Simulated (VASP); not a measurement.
MgF2: single point with r2SCAN

Crystal: MgF2.

```
CELL_PARAMETERS angstrom
4.52958 0.00000 0.00000
0.00000 4.52958 0.00000
0.00000 0.00000 2.98519
ATOMIC_POSITIONS crystal
Mg 0.00000 0.00000 0.00000
Mg 0.50000 0.50000 0.50000
F 0.30188 0.30188 0.00000
F 0.19812 0.80188 0.50000
F 0.80188 0.19812 0.50000
F 0.69812 0.69812 0.00000
```

This cell differs from its parent crystal: strain -2.0%.

```
Program                : VASP 6.6.1
Task                   : single point
Functional             : r2SCAN
Potentials or basis    : VASP PAW PBE potentials, release 64 (Mg, F)
Cutoff                 : 660 eV
k mesh                 : 6 × 6 × 8
Occupations            : gaussian, width 0.01 eV
Spin                   : no spin polarisation
Dipole correction      : no
Further INCAR settings : ALGO = Normal; EDIFF = 1e-06; NBANDS = 25
```

- Pressure: 5.8 GPa
- Largest force: 0.009 eV/Å
- Band gap on the k mesh: 8.48 eV

Forces in eV/Å, atoms in the order of the input:
```
Mg   0.000  0.000  0.000
Mg   0.000  0.000  0.000
F    0.007  0.007  0.000
F   -0.007  0.007  0.000
F    0.007 -0.007  0.000
F   -0.007 -0.007  0.000
```

Stress tensor (GPa, compression positive):
```
5.61 0.00 0.00
0.00 5.61 0.00
0.00 0.00 6.12
```

Levels at points of the mesh, in eV from the valence-band top:
| k point | band 14 | band 15 | band 16 | band 17 | band 18 | band 19 |
| --- | --- | --- | --- | --- | --- | --- |
| (0.00, 0.00, 0.00) | -0.34 | -0.34 | 0.00 | 8.48 | 13.70 | 13.70 |
| (0.50, 0.00, 0.00) | -1.02 | -0.41 | -0.41 | 10.98 | 10.98 | 15.02 |
| (0.50, 0.50, 0.00) | -1.02 | -0.87 | -0.87 | 12.69 | 12.69 | 13.00 |
| (0.00, 0.00, 0.50) | -1.30 | -0.94 | -0.94 | 13.42 | 13.42 | 16.54 |
| (0.50, 0.00, 0.50) | -0.79 | -0.74 | -0.74 | 14.29 | 14.29 | 15.20 |
| (0.50, 0.50, 0.50) | -0.69 | -0.51 | -0.51 | 14.65 | 14.65 | 15.21 |

Wall time 3.1 min on 1 thread of Intel(R) Xeon(R) Platinum 8559C (Emerald Rapids) (shared host), peak memory 0.26 GiB.

Caveat: the cell differs from its parent crystal (strain -2.0%); the cell stands under pressure; the PAW data sets were made with another functional, which shifts forces and pressure a little. A k mesh can miss the band edges.
